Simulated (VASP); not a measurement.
# Te (R-3m) in VASP: settings compared, part 2 of 2

VASP 6.6.1. The steps go on from the part before.

### 4 Single point, r2SCAN0+D3(BJ)

Contents of POSCAR:

```
Te
1.0
    2.3059043450      1.3313144943      1.6909537033
   -2.3059043450      1.3313144943      1.6909537033
    0.0000000000     -2.6626289886      1.6909537033
Te
1
Direct
    0.5000000000      0.5000000000      0.5000000000
```

Contents of INCAR.step1:

```
SYSTEM = Te
ALGO = Normal
EDIFF = 1E-5
ENCUT = 440
GGA = PE
GGA_COMPAT = .False.
ISIF = 2
ISMEAR = 1
LASPH = .True.
LCHARG = .False.
LREAL = .False.
LWAVE = .True.
NBANDS = 9
NELM = 120
PREC = Accurate
SIGMA = 0.1
```

Contents of INCAR.step2:

```
SYSTEM = Te
AEXX = 0.25
ALGO = Normal
EDIFF = 1E-6
ENCUT = 440
GGA_COMPAT = .False.
ISIF = 2
ISMEAR = 1
ISTART = 1
IVDW = 12
LASPH = .True.
LCHARG = .False.
LHFCALC = .True.
LMIXTAU = .True.
LREAL = .False.
LWAVE = .False.
METAGGA = R2SCAN
NBANDS = 9
NELM = 120
PREC = Accurate
PRECFOCK = Normal
SIGMA = 0.1
VDW_A1 = 0.4534
VDW_A2 = 5.8972
VDW_S6 = 1.0
VDW_S8 = 1.1846
```

Contents of KPOINTS:

```
k-points
0
Gamma
  6 6 6
  0 0 0
```

Started as:

```sh
$ cat potpaw_PBE.64/Te/POTCAR > POTCAR
$ cp INCAR.step1 INCAR
$ mpirun -np 1 vasp_std > vasp.out
$ cp INCAR.step2 INCAR
$ mpirun -np 1 vasp_std > vasp.out
```

Wall time 9.1 min (1 thread of Intel Xeon Platinum 8259CL at 2.50GHz (Skylake/Cascade Lake), shared host); peak memory 0.16 GiB.

It converged, with:

* Free energy: -21.2502 eV
* Pressure: -2.8 GPa
* Band gap on the k mesh: zero (bands 3 and 4 overlap by 6.75 eV)
* Dispersion energy per atom: -0.285 eV

Stress tensor (GPa, compression positive):
```
-3.62  0.00  0.00
 0.00 -3.62  0.00
 0.00  0.00 -1.19
```

Levels at points of the mesh, in eV from the Fermi level:
```
           k point  band 1  band 2  band 3  band 4  band 5  band 6
(0.00, 0.00, 0.00)  -16.07    1.65    2.32    2.32    7.38    7.38
(0.50, 0.00, 0.00)  -13.89   -7.54    3.58    4.04    9.17   10.73
(0.50, 0.50, 0.00)  -11.65   -6.01   -5.19    3.14    5.43   12.25
(0.50, 0.50, 0.50)   -9.25   -4.22   -4.22   -3.17    5.25    5.25
```

Caveat: three body term missing; the PAW data sets were made with another functional, which shifts forces and pressure a little; spin-orbit coupling is left out, which moves the levels of the heavy elements.

### 5 Single point, PBE0, non-collinear spin, zero start, spin-orbit coupling

POSCAR is that of step 4.

Contents of INCAR.step1:

```
SYSTEM = Te
  PREC = Accurate
  ENCUT = 400
  EDIFF = 1E-5
  ISMEAR = -1
  SIGMA = 0.05
  LREAL = .False.
  LASPH = .True.
  NELM = 200
  ALGO = Normal
  ISIF = 2
  LWAVE = .True.
  LCHARG = .False.
  MAGMOM = 0 0 0
  LORBIT = 11
  LSORBIT = .True.
  GGA_COMPAT = .False.
  LORBMOM = .True.
  NBANDS = 17
  GGA = PE
```

Contents of INCAR.step2:

```
SYSTEM = Te
  PREC = Accurate
  ENCUT = 400
  EDIFF = 1E-6
  ISMEAR = -1
  SIGMA = 0.05
  LREAL = .False.
  LASPH = .True.
  NELM = 200
  ALGO = Normal
  ISIF = 2
  LWAVE = .False.
  LCHARG = .False.
  MAGMOM = 0 0 0
  LORBIT = 11
  LSORBIT = .True.
  GGA_COMPAT = .False.
  LORBMOM = .True.
  GGA = PE
  LHFCALC = .True.
  AEXX = 0.25
  PRECFOCK = Normal
  NBANDS = 17
  ISTART = 1
```

Contents of KPOINTS:

```
regular mesh
0
Gamma
  5 5 5
  0 0 0
```

Started as:

```sh
$ cat potpaw_PBE.64/Te/POTCAR > POTCAR
$ cp INCAR.step1 INCAR
$ mpirun -np 1 vasp_ncl > vasp.out
$ cp INCAR.step2 INCAR
$ mpirun -np 1 vasp_ncl > vasp.out
```

Wall time 25 min (1 thread of Intel Xeon Platinum 8259CL at 2.50GHz (Skylake/Cascade Lake), shared host); peak memory 0.2 GiB.

Results (log left out):

| Quantity | Value |
| --- | --- |
| Free energy | -4.3017 eV |
| Pressure | -0.6 GPa |
| Net moment | 0.03 μB per cell |
| Valence electrons inside the program's atomic spheres | Te 3.33 |

Stress tensor (GPa, compression positive):
```
-1.31  0.00  0.00
 0.00 -1.31  0.00
 0.00  0.00  0.79
```

Moments on the atoms (μB; x, y, z):
```
Te  0.00 0.00 0.00
```

Caveat: the k points lie up to 0.40 Å⁻¹ apart; the PAW data sets were made with another functional, which shifts forces and pressure a little.

### 6 Single point, BLYP, non-collinear spin, zero start, spin-orbit coupling

Contents of INCAR:

```
SYSTEM = Te
  PREC = Accurate
  ENCUT = 500
  EDIFF = 1E-6
  ISMEAR = 1
  SIGMA = 0.1
  LREAL = .FALSE.
  LASPH = .TRUE.
  NELM = 200
  ALGO = Normal
  ISIF = 2
  LWAVE = .FALSE.
  LCHARG = .TRUE.
  LNONCOLLINEAR = .TRUE.
  MAGMOM = 0 0 0
  LORBIT = 11
  LSORBIT = .TRUE.
  GGA_COMPAT = .FALSE.
  LORBMOM = .TRUE.
  GGA = B5
  ALDAX = 1.0
  AGGAX = 1.0
  AGGAC = 1.0
  ALDAC = 0.0
  LVHAR = .TRUE.
  NBANDS = 17
```

Contents of KPOINTS:

```
regular mesh
0
G
  9 9 9
  0 0 0
```

POSCAR is that of step 5.

Potentials or basis: VASP PAW PBE potentials, release 64 (Te).

Started as:

```sh
$ cat potpaw_PBE.64/Te/POTCAR > POTCAR
$ mpirun -np 1 vasp_ncl > vasp.out
```

OUTCAR:

```text
SYSTEM = Te
   PREC = Accurate
   ENCUT = 500
   EDIFF = 1E-6
   ISMEAR = 1
   LREAL = .FALSE.
   LASPH = .TRUE.
   NELM = 200
   ISIF = 2
   LNONCOLLINEAR = .TRUE.
   LORBIT = 11
   LSORBIT = .TRUE.
   GGA = B5

 ion  position               nearest neighbor table
   1  0.500  0.500  0.500-

  LATTYP: Found a trigonal (rhomboedric) cell.
 ALAT       =     3.1541904758
 COS(alpha) =    -0.0688991677

  Lattice vectors:

 A1 = (   2.3059043450,   1.3313144943,   1.6909537033)
 A2 = (  -2.3059043450,   1.3313144943,   1.6909537033)
 A3 = (   0.0000000000,  -2.6626289886,   1.6909537033)

Analysis of symmetry for initial positions (statically):
=====================================================================
 Subroutine PRICEL returns:
 Original cell was already a primitive cell.

 Routine SETGRP: Setting up the symmetry group for a
 trigonal (rhombohedral) supercell.

 Subroutine GETGRP returns: Found 12 space group operations
 (whereof 12 operations were pure point group operations)
 out of a pool of 12 trial point group operations.

The static configuration has the point symmetry D_3d.

Analysis of symmetry for dynamics (positions and initial velocities):
[... 689 lines left out ...]
  ---------------------------------------------------
  free  energy   TOTEN  =        -2.5035807493 eV

  energy  without entropy=       -2.5026629153  energy(sigma->0) =       -2.50327480

 orbital moment (x)

 # of ion     p       d       tot
 ----------------------------------------
  1        -0.000   0.000   0.000
 ----------------------------------------
           -0.000   0.000   0.000

 orbital moment (y)

 # of ion     p       d       tot
 ----------------------------------------
  1         0.000  -0.000  -0.000
 ----------------------------------------
            0.000  -0.000  -0.000

 orbital moment (z)

 # of ion     p       d       tot
 ----------------------------------------
  1         0.000  -0.000  -0.000
 ----------------------------------------
            0.000  -0.000  -0.000

 Spin-Orbit-Coupling matrix elements

 Ion:    1  E_soc:     -0.2456960
 l=   1
     0.0000000    -0.0411437    -0.0401257
    -0.0411437     0.0000000    -0.0411437
    -0.0401257    -0.0411437     0.0000000
 l=   2
     0.0000000    -0.0000361     0.0000000    -0.0000361    -0.0001021
    -0.0000361     0.0000000    -0.0000697    -0.0000490    -0.0000361
     0.0000000    -0.0000697     0.0000000    -0.0000697     0.0000000
    -0.0000361    -0.0000490    -0.0000697     0.0000000    -0.0000361
    -0.0001021    -0.0000361     0.0000000    -0.0000361     0.0000000
 l=   3
     0.0000000     0.0000000     0.0000000     0.0000000     0.0000000     0.0000000     0.0000000
     0.0000000     0.0000000     0.0000000     0.0000000     0.0000000     0.0000000     0.0000000
     0.0000000     0.0000000     0.0000000     0.0000000     0.0000000     0.0000000     0.0000000
     0.0000000     0.0000000     0.0000000     0.0000000     0.0000000     0.0000000     0.0000000
     0.0000000     0.0000000     0.0000000     0.0000000     0.0000000     0.0000000     0.0000000
     0.0000000     0.0000000     0.0000000     0.0000000     0.0000000     0.0000000     0.0000000
     0.0000000     0.0000000     0.0000000     0.0000000     0.0000000     0.0000000     0.0000000

 total charge

# of ion       s       p       d       tot
------------------------------------------
    1        1.460   1.825   0.047   3.332

 magnetization (x)

# of ion       s       p       d       tot
------------------------------------------
    1       -0.000   0.000   0.000  -0.000

 magnetization (y)

# of ion       s       p       d       tot
------------------------------------------
    1        0.000   0.000   0.000   0.000

 magnetization (z)

# of ion       s       p       d       tot
------------------------------------------
    1        0.000   0.000   0.000   0.000
```

It took 2 min on 1 thread of AMD EPYC 7R43 (Zen 3), shared host; peak memory 0.19 GiB.

Results:

```
Free energy                                           : -2.5036 eV
Pressure                                              : 7.7 GPa
Net moment                                            : 0.00 μB per cell
Valence electrons inside the program's atomic spheres : Te 3.33
```

Moments on the atoms (μB; x, y, z):
```
Te  0.00 0.00 0.00
```

Caveat: the cell stands under pressure; the PAW data sets were made with another functional, which shifts forces and pressure a little.

### 7 Summary

| level | spin | k mesh | cutoff (eV) | smearing | grid for exact exchange (PRECFOCK) | share of exact exchange | screening parameter | gap on the mesh (eV) | pressure (GPa) | moment (μB) |
| --- | --- | --- | --- | --- | --- | --- | --- | --- | --- | --- |
| PBE exchange alone | non-collinear, zero start, SOC | 9 × 9 × 9 | 500 | tetrahedron | - | - | - | - | 13.0 | 0.00 |
| HSE06+D3(BJ) | off | 6 × 6 × 6 | 400 | fermi-dirac 0.15 eV | Normal | 0.25 | 0.2079 1/Å | none | -3.8 | - |
| r2SCAN0+D3(BJ) | off | 6 × 6 × 6 | 440 | methfessel-paxton 0.1 eV | Normal | 0.25 | - | none | -2.8 | - |
| PBE0 | non-collinear, zero start, SOC | 5 × 5 × 5 | 400 | fermi-dirac 0.05 eV | Normal | 0.25 | - | - | -0.6 | 0.03 |
| BLYP | non-collinear, zero start, SOC | 9 × 9 × 9 | 500 | methfessel-paxton 0.1 eV | - | - | - | - | 7.7 | 0.00 |

Alike in all rows: task single point; potentials or basis VASP PAW PBE potentials, release 64 (Te); cell as given.

Caveats: some runs use coarse meshes; the PAW data sets were made with another functional, which shifts forces and pressure a little (at least some runs); the cell stands under pressure (at least some runs); spin-orbit coupling is left out, which moves the levels of the heavy elements (at least some runs); the cell stands under tension (at least some runs); three body term missing (at least some runs).

Absolute energies hang on the potentials; compare differences alone.
